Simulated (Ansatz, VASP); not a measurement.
One calculation of SiSn4, two programs

```
Si Sn
1.0
     0.00000    4.11900    4.11900
     4.11900    0.00000    4.11900
     4.11900    4.11900    0.00000
Si Sn
1 4
Direct
  0.25000 0.25000 0.25000
  0.87326 0.87326 0.87326
  0.87326 0.87326 0.38023
  0.87326 0.38023 0.87326
  0.38023 0.87326 0.87326
```

Alike in both runs: task relaxation of cell and atoms; functional PBE; k mesh 4 × 4 × 4; occupations gaussian, width 0.1 eV; no spin polarisation.

```csv
,VASP,Ansatz
version,VASP 6.6.1,Ansatz 0.2.0
potentials or method,"VASP PAW PBE potentials, release 64 (Si, Sn_d), cutoff 600 eV","scalar-relativistic, plane waves, PAW"
valence electrons in the cell,60,60
```

Ansatz gave:

| Property | Result |
| --- | --- |
| gap on the k mesh at the Fermi level, each at its own relaxed structure (eV) | none |
| relaxed volume (Å³/atom) | 32.73 |
| relaxed cell length with the largest relative difference (Å) | 6.140 |

What did VASP give for the same quantities?

gap on the k mesh at the Fermi level, each at its own relaxed structure (eV): none; relaxed volume (Å³/atom): 32.65; relaxed cell length with the largest relative difference (Å): 6.134.

A gap of «none» marks a metal or a gap that the smearing closes.

Noted on VASP's run: the volume moved by over 15 % at a fixed basis, so the end points are rough.
